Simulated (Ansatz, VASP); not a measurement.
## Ca in VASP and in Ansatz

The input INCAR:

```
SYSTEM = Ca
  ALGO = Normal
  EDIFF = 1E-6
  ENCUT = 520
  GGA = PS
  ISIF = 2
  ISMEAR = -1
  LASPH = .True.
  LCHARG = .True.
  LELF = .True.
  LREAL = .False.
  LVHAR = .True.
  LWAVE = .False.
  NBANDS = 11
  NELM = 100
  PREC = Accurate
  SIGMA = 0.1
```

The input KPOINTS:

```
k-points
0
Gamma
  12 12 12
  0 0 0
```

POSCAR

```
Ca
1.0
   -2.1633114633      2.1633114633      2.1633114633
    2.1633114633     -2.1633114633      2.1633114633
    2.1633114633      2.1633114633     -2.1633114633
Ca
1
Direct
    0.0000000000      0.0000000000      0.0000000000
```

Input for Ansatz:

```yaml
crystal:
  lattice:
    - [-2.1633114633, 2.1633114633, 2.1633114633]
    - [2.1633114633, -2.1633114633, 2.1633114633]
    - [2.1633114633, 2.1633114633, -2.1633114633]
  atoms:
    - { symbol: Ca, position: [0.0, 0.0, 0.0] }
hamiltonian:
  xc: pbesol
  pseudopotentials:
    kind: paw
    azcp:
      Ca: "pseudopotentials/Ca.paw.azcp"
basis:
  ecutwfc: 420
  fft_grid_basis: typed
kpoints:
  mp_grid: { grid: [12, 12, 12], shift: [0, 0, 0] }
magnetization:
  spin_polarized: false
scf:
  occupations: { method: fermi_dirac, width: 0.1 }
  lower_state_search: "off"
output:
  stress: true
```

Alike in both runs: task single point; functional PBEsol; k mesh 12 × 12 × 12; occupations fermi-dirac, width 0.1 eV; no spin polarisation.

```csv
,VASP,Ansatz
version,VASP 6.6.1,Ansatz 0.2.0
potentials or method,"VASP PAW PBE potentials, release 64 (Ca_sv), cutoff 520 eV","plane waves (420 eV) with PAW, scalar-relativistic"
valence electrons in the cell,10,10
```

```csv
,VASP,Ansatz,Ansatz less VASP
pressure (GPa),0.0,0.0,-0.01
```

VASP's potentials were made for PBE, not for PBEsol, and Ansatz warns of the same on its side.
